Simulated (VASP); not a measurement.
Input of a VASP 6.6.1 run:

INCAR

```
SYSTEM = Ir
PREC = Accurate
ENCUT = 600
EDIFF = 1E-7
ISMEAR = -1
SIGMA = 0.05
LREAL = .FALSE.
LASPH = .TRUE.
NELM = 60
ALGO = Normal
ISIF = 4
LWAVE = .FALSE.
LCHARG = .FALSE.
GGA = PE
IBRION = 2
NSW = 50
EDIFFG = -0.005
```

KPOINTS

```
Automatic mesh
0
G
  18 18 18
  0 0 0
```

File POSCAR:

```
Ir
1.0
   -2.3598111195      2.3598111195      1.3395864821
    2.3598111195     -2.3598111195      1.3395864821
    2.3598111195      2.3598111195     -1.3395864821
Ir
2
Direct
   -0.3750000000     -0.1250000000     -0.2500000000
    0.3750000000      0.1250000000      0.2500000000
```

Potentials or basis: VASP PAW PBE potentials, release 64 (Ir).

Run with:

```bash
$ cat potpaw_PBE.64/Ir/POTCAR > POTCAR
$ mpirun -np 1 vasp_std > vasp.out
```

Predict the band gap on the k mesh.

zero (bands 9 and 10 overlap by 3.12 eV).

Final structure:
```
Ir
1.0
    -2.36778    2.36778    1.33058
     2.36778   -2.36778    1.33058
     2.36778    2.36778   -1.33058
Ir
2
Direct
  0.62500 0.87500 0.75000
  0.37500 0.12500 0.25000
```

Caveat: spin-orbit coupling is left out, which moves the levels of the heavy elements.
